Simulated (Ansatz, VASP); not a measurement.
# One calculation of VO2, two programs

```
CELL_PARAMETERS angstrom
4.44629 0.00000 0.00000
0.00000 4.44629 0.00000
0.00000 0.00000 3.00330
ATOMIC_POSITIONS crystal
V 0.50000 0.50000 0.50000
V 0.00000 0.00000 0.00000
O 0.20036 0.79964 0.50000
O 0.79964 0.20036 0.50000
O 0.70036 0.70036 0.00000
O 0.29964 0.29964 0.00000
```

Alike in both runs: task single point; functional RPBE; k mesh 6 × 6 × 9; occupations fermi-dirac, width 0.05 eV; collinear spin.

|  | VASP | Ansatz |
| --- | --- | --- |
| version | VASP 6.6.1 | Ansatz 0.2.0 |
| potentials or method | VASP PAW PBE potentials, release 64 (V_sv, O) | Ansatz PAW |
| plane-wave cutoff (eV) | 600 | 420 |
| valence electrons in the cell | 50 | 50 |

Ansatz gave:

```
gap on the k mesh at the Fermi level (eV)                     : none
pressure (GPa)                                                : 5.7
traceless stress, the component that is largest in VASP (GPa) : -12.31
rms of the force components (eV/Å)                            : 0.100
net moment per atom (μB)                                      : 0.33
size of the moment on the site where the two differ most (μB) : 0.85
```

**Question.** Estimate VASP's values.

**Answer.** gap on the k mesh at the Fermi level (eV): none; pressure (GPa): 6.2; traceless stress, the component that is largest in VASP (GPa): -12.10; rms of the force components (eV/Å): 0.097; net moment per atom (μB): 0.33; size of the moment on the site where the two differ most (μB): 1.08.

VASP's potentials were made for PBE, not for RPBE. Site moments also hang on the region over which each program counts them. Atom by atom the forces differ by 0.002 eV/Å (rms over components). A gap of «none» marks a metal or a gap that the smearing closes. The functional is the same, so the differences come from potentials, cutoffs and numerics.
